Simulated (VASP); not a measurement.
A run of VASP 6.6.1 is set up as follows.

The input INCAR:

```
ALGO = Normal
DIPOL = 0.5 0.5 0.285
EDIFF = 1E-6
ENCUT = 400
GGA = PE
GGA_COMPAT = F
IDIPOL = 3
ISIF = 2
ISMEAR = 0
IVDW = 12
LASPH = T
LCHARG = T
LDIPOL = T
LELF = T
LREAL = F
LVACPOTAV = T
LVHAR = T
LWAVE = F
NBANDS = 62
NELM = 120
NELMDL = -8
PREC = Accurate
SIGMA = 0.05
```

KPOINTS

```
k-points
0
Gamma
  6 6 1
```

Contents of POSCAR:

```
Zr2HS4
1.0
    7.2976778227      0.0000000000      0.0000000000
   -3.6488389114      6.3199743831      0.0000000000
    0.0000000000      0.0000000000     20.9171506047
S Zr H
8 4 2
Direct
    0.3333333333      0.1666666667      0.1912306354
    0.3333333333      0.6666666667      0.1912306354
    0.8333333333      0.1666666667      0.1912306354
    0.8333333333      0.6666666667      0.1912306354
    0.1666666667      0.3333333333      0.3306927762
    0.1666666667      0.8333333333      0.3306927762
    0.6666666667      0.3333333333      0.3306927762
    0.6666666667      0.8333333333      0.3306927762
    0.0000000000      0.0000000000      0.2609617058
    0.0000000000      0.5000000000      0.2609617058
    0.5000000000      0.0000000000      0.2609617058
    0.5000000000      0.5000000000      0.2609617058
    0.3699497052      0.7398994103      0.4286984769
    0.4633836282      0.9267672564      0.4286984769
```

Potentials or basis: VASP PAW PBE potentials, release 64 (S, Zr_sv, H).

The run is started by

```sh
$ cat potpaw_PBE.64/S/POTCAR potpaw_PBE.64/Zr_sv/POTCAR potpaw_PBE.64/H/POTCAR > POTCAR
$ mpirun -np 1 vasp_std > vasp.out
```

**Question.** What does it give for the band gap on the k mesh?

**Answer.** 1.10 eV.

**Question.** Estimate the dispersion energy per atom.

**Answer.** -0.222 eV.

**Question.** What does it give for the largest force?

**Answer.** 4.669 eV/Å.

Forces in eV/Å, atoms in the order of the input:
```
S    0.010  0.010 -0.018
S    0.000 -0.005  0.016
S   -0.010  0.010 -0.018
S    0.000 -0.028 -0.021
S    0.000  0.024  0.078
S   -0.143  0.007 -0.221
S    0.000 -0.017  0.076
S    0.143  0.007 -0.221
Zr   0.000 -0.063  0.010
Zr   0.003  0.078 -0.020
Zr   0.000 -0.045 -0.084
Zr  -0.003  0.078 -0.020
H    0.000  4.607  0.216
H    0.000 -4.663  0.226
```
